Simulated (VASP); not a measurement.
# Zr (Fd-3m) in VASP: a series of runs

Zr is run at these levels: LDA; tasks: relaxation of cell and atoms.

Program: VASP 6.6.1. These are calculated values, not measurements. Logs are shortened: lines on timing, memory, paths and dates and some standing lists are left out, and cuts for length are marked.

## 1. The cell of the first run

The structure is cubic, space group Fd-3m (No. 227). The conventional cell has a = 6.230 Å, b = 6.230 Å, c = 6.230 Å, α = 90.00°, β = 90.00°, γ = 90.00°. Zr (site symmetry -43m) has 4 Zr at 2.70 Å within 3.6 Å.

This isn't the form of Zr at room conditions, which is hcp.

## 2. Relaxation of cell and atoms, LDA

File INCAR:

```
SYSTEM = Zr
PREC = Accurate
ENCUT = 500
EDIFF = 1E-7
ISMEAR = -1
SIGMA = 0.05
LREAL = .FALSE.
LASPH = .TRUE.
NELM = 120
ALGO = Normal
ISIF = 3
LWAVE = .FALSE.
LCHARG = .FALSE.
GGA = CA
IBRION = 2
NSW = 60
EDIFFG = -0.01
GGA_COMPAT = .FALSE.
NELMIN = 4
```

File KPOINTS:

```
regular mesh
0
G
  11 11 11
  0 0 0
```

File POSCAR:

```
Zr
1.0
    0.0000000000      3.1150000000      3.1150000000
    3.1150000000      0.0000000000      3.1150000000
    3.1150000000      3.1150000000      0.0000000000
Zr
2
Direct
    1.0000000000      1.0000000000      1.0000000000
    0.2500000000      0.2500000000      0.2500000000
```

Potentials or basis: VASP PAW LDA potentials, release 64 (Zr_sv).

The run is started by

```bash
> cat potpaw_LDA.64/Zr_sv/POTCAR > POTCAR
> mpirun -np 1 vasp_std > vasp.out
```

OUTCAR:

```text
SYSTEM = Zr
   PREC = Accurate
   ENCUT = 500
   EDIFF = 1E-7
   ISMEAR = -1
   LREAL = .FALSE.
   LASPH = .TRUE.
   NELM = 120
   ISIF = 3
   GGA = CA
   IBRION = 2
   NSW = 60
   EDIFFG = -0.01
   NELMIN = 4

 ion  position               nearest neighbor table
   1  0.000  0.000  0.000-   2 2.70   2 2.70   2 2.70   2 2.70
   2  0.250  0.250  0.250-   1 2.70   1 2.70   1 2.70   1 2.70

  LATTYP: Found a face centered cubic cell.
 ALAT       =     6.2300000000

  Lattice vectors:

 A1 = (   0.0000000000,   3.1150000000,   3.1150000000)
 A2 = (   3.1150000000,   0.0000000000,   3.1150000000)
 A3 = (   3.1150000000,   3.1150000000,   0.0000000000)

Analysis of symmetry for initial positions (statically):
=====================================================================
 Subroutine PRICEL returns:
 Original cell was already a primitive cell.

 Routine SETGRP: Setting up the symmetry group for a
 face centered cubic supercell.

 Subroutine GETGRP returns: Found 48 space group operations
 (whereof 24 operations were pure point group operations)
 out of a pool of 48 trial point group operations.

The static configuration has the point symmetry T_d .
 The point group associated with its full space group is O_h .

Analysis of symmetry for dynamics (positions and initial velocities):
=====================================================================
 Subroutine PRICEL returns:
 Original cell was already a primitive cell.

 Routine SETGRP: Setting up the symmetry group for a
 face centered cubic supercell.

 Subroutine GETGRP returns: Found 48 space group operations
 (whereof 24 operations were pure point group operations)
 out of a pool of 48 trial point group operations.

The dynamic configuration has the point symmetry T_d .
 The point group associated with its full space group is O_h .

 Subroutine INISYM returns: Found 48 space group operations
 (whereof 24 operations are pure point group operations),
 and found     1 'primitive' translations

----------------------------------------------------------------------------------------

                                     Primitive cell

  volume of cell :      60.4511

  direct lattice vectors                    reciprocal lattice vectors
     0.000000000  3.115000000  3.115000000    -0.160513644  0.160513644  0.160513644
     3.115000000  0.000000000  3.115000000     0.160513644 -0.160513644  0.160513644
     3.115000000  3.115000000  0.000000000     0.160513644  0.160513644 -0.160513644

  length of vectors
     4.405275247  4.405275247  4.405275247     0.278017786  0.278017786  0.278017786

  position of ions in fractional coordinates (direct lattice)
     0.000000000  0.000000000  0.000000000
     0.250000000  0.250000000  0.250000000

  ion indices of the primitive-cell ions
   primitive index   ion index
                 1           1
                 2           2

----------------------------------------------------------------------------------------

 KPOINTS: regular mesh

Automatic generation of k-mesh.
 Grid dimensions read from file:
 generate k-points for:   11   11   11

 Generating k-lattice:

  Cartesian coordinates                     Fractional coordinates (reciprocal lattice)
    -0.014592149  0.014592149  0.014592149     0.090909091  0.000000000  0.000000000
     0.014592149 -0.014592149  0.014592149     0.000000000  0.090909091  0.000000000
     0.014592149  0.014592149 -0.014592149     0.000000000  0.000000000  0.090909091

  Length of vectors
     0.025274344  0.025274344  0.025274344

  Shift w.r.t. Gamma in fractional coordinates (k-lattice)
     0.000000000  0.000000000  0.000000000

 Subroutine IBZKPT returns following result:
 ===========================================

 Found     56 irreducible k-points:

 Following reciprocal coordinates:
            Coordinates               Weight
  0.000000  0.000000  0.000000      1.000000
  0.090909  0.000000  0.000000      8.000000
  0.181818  0.000000  0.000000      8.000000
  0.272727  0.000000  0.000000      8.000000
  0.363636  0.000000  0.000000      8.000000
  0.454545  0.000000  0.000000      8.000000
[... 16 lines left out ...]
 -0.272727  0.181818  0.000000     24.000000
 -0.181818  0.181818  0.000000     12.000000
 [... further k-points ...]
   k-points           NKPTS =     56   k-points in BZ     NKDIM =     56   number of bands    NBANDS=     16
   number of dos      NEDOS =    301   number of ions     NIONS =      2
   total plane-waves  NPLWV =  32768
   dimension x,y,z NGX =    32 NGY =   32 NGZ =   32
   dimension x,y,z NGXF=    64 NGYF=   64 NGZF=   64
   ions per type =               2
   NGX,Y,Z   is equivalent  to a cutoff of  12.08, 12.08, 12.08 a.u.
   NGXF,Y,Z  is equivalent  to a cutoff of  24.15, 24.15, 24.15 a.u.
 SYSTEM =  Zr
   PREC   = accura    normal or accurate (medium, high low for compatibility)
   ISTART =      0    job   : 0-new  1-cont  2-samecut
   ICHARG =      2    charge: 1-file 2-atom 10-const
   ISPIN  =      1    spin polarized calculation?
   LNONCOLLINEAR =      F non collinear calculations
   LSORBIT =      F    spin-orbit coupling
   LASPH  =      T    aspherical Exc in radial PAW
   ENCUT  =  500.0 eV  36.75 Ry    6.06 a.u.   8.03  8.03  8.03*2*pi/ulx,y,z
   NELM   =    120;   NELMIN=  4; NELMDL= -5     # of ELM steps
   EDIFF  = 0.1E-06   stopping-criterion for ELM
   LREAL  =      F    real-space projection
   EDIFFG = -.1E-01   stopping-criterion for IOM
   NSW    =     60    number of steps for IOM
   IBRION =      2    ionic relax: 0-MD 1-quasi-New 2-CG
   NFREE  =      1    steps in history (QN), initial steepest desc. (CG)
   ISIF   =      3    stress and relaxation
   ISYM   =      2    0-nonsym 1-usesym 2-fastsym
   POTIM  = 0.5000    time-step for ionic-motion
   TEBEG  =    0.0;   TEEND  =   0.0 temperature during run
   PSTRESS=    0.0 pullay stress
   NELECT =      24.0000    total number of electrons
   NUPDOWN=      -1.0000    fix difference up-down
   EMIN   =  10.00;   EMAX   =-10.00  energy-range for DOS
   EFERMI =   0.00;   METHOD = LEGACY
   ISMEAR =    -1;   SIGMA  =   0.05  broadening in eV -4-tet -1-fermi 0-gaus
   EFERMI_NEDOS =   21; number of points for ismear=-14 and -15
   IALGO  =     38    algorithm
   IMIX   =      4    mixing-type and parameters
     AMIX     =   0.40;   BMIX     =  1.00
     AMIX_MAG =   1.60;   BMIX_MAG =  1.00
  volume/ion in A,a.u.               =      30.23       203.97
  Fermi-wavevector in a.u.,A,eV,Ry     =   1.203217  2.273750 19.697569  1.447730
  Thomas-Fermi vector in A             =   2.338976
   LORBIT       =      0    0 simple, 1 ext, 2 COOP (PROOUT), +10 PAW based schemes
   GGA     = CA    functional components
   LHFCALC =     F    Hartree Fock is set to
   AEXX    =    0.0000 exact exchange contribution
   IVDW    =     0    specifies the selected vdW correction
   LEPSILON=     F    determine dielectric tensor
   LRPA    =     F    only Hartree local field effects (RPA)
 conjugate gradient relaxation of ions
 non-spin polarized calculation
  energy-cutoff  :      500.00
  volume of cell :       60.45
 maximum number of plane-waves:      1558
   NGX = 17   NGY = 17   NGZ = 17

--------------------------------------- Ionic step        1  -------------------------------------------

 number of electron      24.0000000 magnetization

 Free energy of the ion-electron system (eV)
  ---------------------------------------------------
  ext. energy  EPLUGINS =         0.00000000
  ---------------------------------------------------
  free energy    TOTEN  =       -13.80423456 eV

  energy without entropy =      -13.76349589  energy(sigma->0) =      -13.78386523

 E-fermi :   5.5586     XC(G=0):  -9.8240

 val. band max:        5.5538796867   @ k =   0.0909   0.0000   0.0000
 cond. band min:       5.5683740501   @ k =   0.0000   0.0000   0.0000
 fundamental gap:      0.0144943634
 Fermi energy:         5.5585572981

 k-point     1 :       0.0000    0.0000    0.0000
  band No.  band energies     occupation
      1     -43.0602      2.00000
      2     -42.4378      2.00000
      3     -21.5476      2.00000
      4     -21.5476      2.00000
      5     -21.5476      2.00000
      6     -20.4970      2.00000
[... 8 lines left out ...]
     15       7.7161      0.00000
     16       7.7161      0.00000
[... 495 lines left out ...]
 POSITION                                       TOTAL-FORCE (eV/Angst)
 -----------------------------------------------------------------------------------
      3.02663      6.05327      3.02663        -0.000000     -0.000000     -0.000000
      1.51332      1.51332      1.51332         0.000000      0.000000      0.000000
 -----------------------------------------------------------------------------------
    total drift:                               -0.000000     -0.000000      0.000000

  FREE ENERGIE OF THE ION-ELECTRON SYSTEM (eV)
  ---------------------------------------------------
  free  energy   TOTEN  =       -13.8545739423 eV

  energy  without entropy=      -13.8140416003  energy(sigma->0) =      -13.83430777

--------------------------------------- Ionic step        3  -------------------------------------------

 number of electron      24.0000000 magnetization

 Free energy of the ion-electron system (eV)
  ---------------------------------------------------
  ext. energy  EPLUGINS =         0.00000000
  ---------------------------------------------------
  free energy    TOTEN  =       -13.85459643 eV

  energy without entropy =      -13.81405589  energy(sigma->0) =      -13.83432616

 E-fermi :   6.3436     XC(G=0): -10.1821

 val. band max:        6.3419254908   @ k =   0.3636   0.0909   0.0000
 cond. band min:       6.3464878779   @ k =   0.0909   0.0000   0.0000
 fundamental gap:      0.0045623871
 Fermi energy:         6.3436175905

 k-point     1 :       0.0000    0.0000    0.0000
  band No.  band energies     occupation
      1     -42.3031      2.00000
      2     -41.4812      2.00000
      3     -20.8420      2.00000
      4     -20.8420      2.00000
      5     -20.8420      2.00000
      6     -19.5621      2.00000
[... 8 lines left out ...]
     15       8.6883      0.00000
     16       8.6883      0.00000
[... 459 lines left out ...]
 POSITION                                       TOTAL-FORCE (eV/Angst)
 -----------------------------------------------------------------------------------
      0.00000      0.00000      0.00000         0.000000      0.000000      0.000000
      1.51419      1.51419      1.51419        -0.000000     -0.000000     -0.000000
 -----------------------------------------------------------------------------------
    total drift:                               -0.000000      0.000000      0.000000

  FREE ENERGIE OF THE ION-ELECTRON SYSTEM (eV)
  ---------------------------------------------------
  free  energy   TOTEN  =       -13.8545964261 eV

  energy  without entropy=      -13.8140558883  energy(sigma->0) =      -13.83432616

 reached required accuracy - stopping structural energy minimisation
```

It took 47 s on 1 thread of Intel Xeon 6975P-C (Granite Rapids), shared host; peak memory 0.18 GiB.

What came out:

| Item | Value |
| --- | --- |
| Free energy | -13.8546 eV |
| Relaxed volume | 27.77 Å³/atom |
| Relaxed cell | a = 4.283 Å, b = 4.283 Å, c = 4.283 Å, α = 60.00°, β = 60.00°, γ = 60.00° |
| Space group after relaxing (to 0.1 Å) | Fd-3m (No. 227) |
| Energy gained by relaxing | 25.2 meV/atom |
| Ionic steps | 3 |
| Pressure after relaxing | 0.0 GPa |
| Band gap on the k mesh | zero (bands 12 and 13 overlap by 0.29 eV) |

The path:
```csv
step,energy change (eV),largest force (eV/Å),pressure (GPa),volume (Å³)
1,0.0000,0.0000,-3.12,60.45
2,-0.0503,0.0000,0.07,55.45
3,-0.0504,0.0000,0.00,55.55
```

Final structure:
```
CELL_PARAMETERS angstrom
0.00000 3.02838 3.02838
3.02838 0.00000 3.02838
3.02838 3.02838 0.00000
ATOMIC_POSITIONS crystal
Zr 0.00000 0.00000 0.00000
Zr 0.25000 0.25000 0.25000
```

Levels at points of the mesh, in eV from the Fermi level:
```tsv
k point	band 8	band 9	band 10	band 11	band 12	band 13	band 14	band 15	band 16
(0.00, 0.00, 0.00)	-25.91	-4.20	-1.07	-1.07	0.02	0.02	0.02	2.34	2.34
```

## 3. Relaxation of cell and atoms, LDA, target pressure 10 GPa, at which the enthalpy is minimised

File INCAR:

```
PREC = Accurate
ENCUT = 500
EDIFF = 1E-7
ISMEAR = -1
SIGMA = 0.05
LREAL = F
LASPH = T
NELM = 120
ALGO = Normal
ISIF = 3
LWAVE = F
LCHARG = F
GGA = CA
IBRION = 2
NSW = 60
EDIFFG = -0.01
PSTRESS = 100.0
GGA_COMPAT = F
NELMIN = 4
```

File KPOINTS:

```
regular mesh
0
Gamma
  11 11 11
```

POSCAR is that of step 2.

Potentials or basis: VASP PAW LDA potentials, release 64 (Zr_sv).

The run is started by

```bash
> cat potpaw_LDA.64/Zr_sv/POTCAR > POTCAR
> mpirun -np 1 vasp_std > vasp.out
```

OUTCAR:

```text
PREC = Accurate
   ENCUT = 500
   EDIFF = 1E-7
   ISMEAR = -1
   LREAL = F
   LASPH = T
   NELM = 120
   ISIF = 3
   GGA = CA
   IBRION = 2
   NSW = 60
   EDIFFG = -0.01
   PSTRESS = 100.0
   NELMIN = 4

 ion  position               nearest neighbor table
   1  0.000  0.000  0.000-   2 2.70   2 2.70   2 2.70   2 2.70
   2  0.250  0.250  0.250-   1 2.70   1 2.70   1 2.70   1 2.70

  LATTYP: Found a face centered cubic cell.
 ALAT       =     6.2300000000

  Lattice vectors:

 A1 = (   0.0000000000,   3.1150000000,   3.1150000000)
 A2 = (   3.1150000000,   0.0000000000,   3.1150000000)
 A3 = (   3.1150000000,   3.1150000000,   0.0000000000)

Analysis of symmetry for initial positions (statically):
=====================================================================
 Subroutine PRICEL returns:
 Original cell was already a primitive cell.

 Routine SETGRP: Setting up the symmetry group for a
 face centered cubic supercell.

 Subroutine GETGRP returns: Found 48 space group operations
 (whereof 24 operations were pure point group operations)
 out of a pool of 48 trial point group operations.

The static configuration has the point symmetry T_d .
 The point group associated with its full space group is O_h .

Analysis of symmetry for dynamics (positions and initial velocities):
=====================================================================
 Subroutine PRICEL returns:
 Original cell was already a primitive cell.

 Routine SETGRP: Setting up the symmetry group for a
 face centered cubic supercell.

 Subroutine GETGRP returns: Found 48 space group operations
 (whereof 24 operations were pure point group operations)
 out of a pool of 48 trial point group operations.

The dynamic configuration has the point symmetry T_d .
 The point group associated with its full space group is O_h .

 Subroutine INISYM returns: Found 48 space group operations
 (whereof 24 operations are pure point group operations),
 and found     1 'primitive' translations

[... 94 lines left out ...]
   EDIFF  = 0.1E-06   stopping-criterion for ELM
   LREAL  =      F    real-space projection
   EDIFFG = -.1E-01   stopping-criterion for IOM
   NSW    =     60    number of steps for IOM
   IBRION =      2    ionic relax: 0-MD 1-quasi-New 2-CG
   NFREE  =      1    steps in history (QN), initial steepest desc. (CG)
   ISIF   =      3    stress and relaxation
   ISYM   =      2    0-nonsym 1-usesym 2-fastsym
   POTIM  = 0.5000    time-step for ionic-motion
   TEBEG  =    0.0;   TEEND  =   0.0 temperature during run
   PSTRESS=  100.0 pullay stress
   NELECT =      24.0000    total number of electrons
   NUPDOWN=      -1.0000    fix difference up-down
   EMIN   =  10.00;   EMAX   =-10.00  energy-range for DOS
   EFERMI =   0.00;   METHOD = LEGACY
   ISMEAR =    -1;   SIGMA  =   0.05  broadening in eV -4-tet -1-fermi 0-gaus
   EFERMI_NEDOS =   21; number of points for ismear=-14 and -15
   IALGO  =     38    algorithm
   IMIX   =      4    mixing-type and parameters
     AMIX     =   0.40;   BMIX     =  1.00
     AMIX_MAG =   1.60;   BMIX_MAG =  1.00
  volume/ion in A,a.u.               =      30.23       203.97
  Fermi-wavevector in a.u.,A,eV,Ry     =   1.203217  2.273750 19.697569  1.447730
  Thomas-Fermi vector in A             =   2.338976
   LORBIT       =      0    0 simple, 1 ext, 2 COOP (PROOUT), +10 PAW based schemes
   GGA     = CA    functional components
   LHFCALC =     F    Hartree Fock is set to
   AEXX    =    0.0000 exact exchange contribution
   IVDW    =     0    specifies the selected vdW correction
   LEPSILON=     F    determine dielectric tensor
   LRPA    =     F    only Hartree local field effects (RPA)
 conjugate gradient relaxation of ions
 non-spin polarized calculation
  energy-cutoff  :      500.00
  volume of cell :       60.45
 maximum number of plane-waves:      1558
   NGX = 17   NGY = 17   NGZ = 17

--------------------------------------- Ionic step        1  -------------------------------------------

 number of electron      24.0000000 magnetization

 Free energy of the ion-electron system (eV)
  ---------------------------------------------------
  ext. energy  EPLUGINS =         0.00000000
  ---------------------------------------------------
  free energy    TOTEN  =       -13.80423456 eV

  energy without entropy =      -13.76349589  energy(sigma->0) =      -13.78386523

 E-fermi :   5.5586     XC(G=0):  -9.8240

 val. band max:        5.5538796867   @ k =   0.0909   0.0000   0.0000
 cond. band min:       5.5683740501   @ k =   0.0000   0.0000   0.0000
 fundamental gap:      0.0144943634
 Fermi energy:         5.5585572981

 k-point     1 :       0.0000    0.0000    0.0000
  band No.  band energies     occupation
      1     -43.0602      2.00000
      2     -42.4378      2.00000
      3     -21.5476      2.00000
      4     -21.5476      2.00000
      5     -21.5476      2.00000
      6     -20.4970      2.00000
[... 636 lines left out ...]
--------------------------------------- Ionic step        6  -------------------------------------------

 number of electron      24.0000000 magnetization

 Free energy of the ion-electron system (eV)
  ---------------------------------------------------
  ext. energy  EPLUGINS =         0.00000000
  ---------------------------------------------------
  free energy    TOTEN  =       -13.61982087 eV

  energy without entropy =      -13.58609684  energy(sigma->0) =      -13.60295885

 E-fermi :   8.2612     XC(G=0): -10.9570

 val. band max:        8.2550734878   @ k =   0.4545   0.1818   0.0909
 cond. band min:       8.2617369911   @ k =   0.3636   0.2727   0.0909
 fundamental gap:      0.0066635033
 Fermi energy:         8.2612364054

 k-point     1 :       0.0000    0.0000    0.0000
  band No.  band energies     occupation
      1     -40.6242      2.00000
      2     -39.2027      2.00000
      3     -19.2574      2.00000
      4     -19.2574      2.00000
      5     -19.2574      2.00000
      6     -17.3831      2.00000
[... 480 lines left out ...]
  energy  without entropy=      -13.5860968380  energy(sigma->0) =      -13.60295885

  enthalpy is  TOTEN    =       -10.7118372413 eV   P V=        2.9079836279

 reached required accuracy - stopping structural energy minimisation
```

It took 74 s on 1 thread of Intel Xeon 6975P-C (Granite Rapids), shared host; peak memory 0.18 GiB.

Results:

- Free energy: -13.6198 eV
- Relaxed volume: 23.30 Å³/atom
- Relaxed cell: a = 4.039 Å, b = 4.039 Å, c = 4.039 Å, α = 60.00°, β = 60.00°, γ = 60.00°
- Space group after relaxing (to 0.1 Å): Fd-3m (No. 227)
- Energy change on relaxing (the run minimises the enthalpy): +92.2 meV/atom
- Ionic steps: 6
- Pressure after relaxing: 10.0 GPa
- Band gap on the k mesh: zero (bands 12 and 13 overlap by 0.85 eV)

The path:
| step | energy change (eV) | largest force (eV/Å) | pressure (GPa) | volume (Å³) |
| --- | --- | --- | --- | --- |
| 1 | 0.0000 | 0.0000 | -3.12 | 60.45 |
| 2 | 0.7020 | 0.0000 | 22.49 | 41.28 |
| 3 | 0.1741 | 0.0000 | 9.69 | 46.76 |
| 4 | 0.1896 | 0.0000 | 10.14 | 46.51 |
| 5 | 0.1813 | 0.0000 | 9.91 | 46.64 |
| 6 | 0.1844 | 0.0000 | 10.00 | 46.59 |

Final structure:
```yaml
crystal:
  lattice:
    - [0.00000, 2.85600, 2.85600]
    - [2.85600, 0.00000, 2.85600]
    - [2.85600, 2.85600, 0.00000]
  atoms:
    - { symbol: Zr, position: [0.00000, 0.00000, 0.00000] }
    - { symbol: Zr, position: [0.25000, 0.25000, 0.25000] }
```

Caveat: the cell is relaxed towards a set pressure, so the run minimises the enthalpy, not the energy; the volume moved by over 15 % at a fixed basis, so the end points are rough.
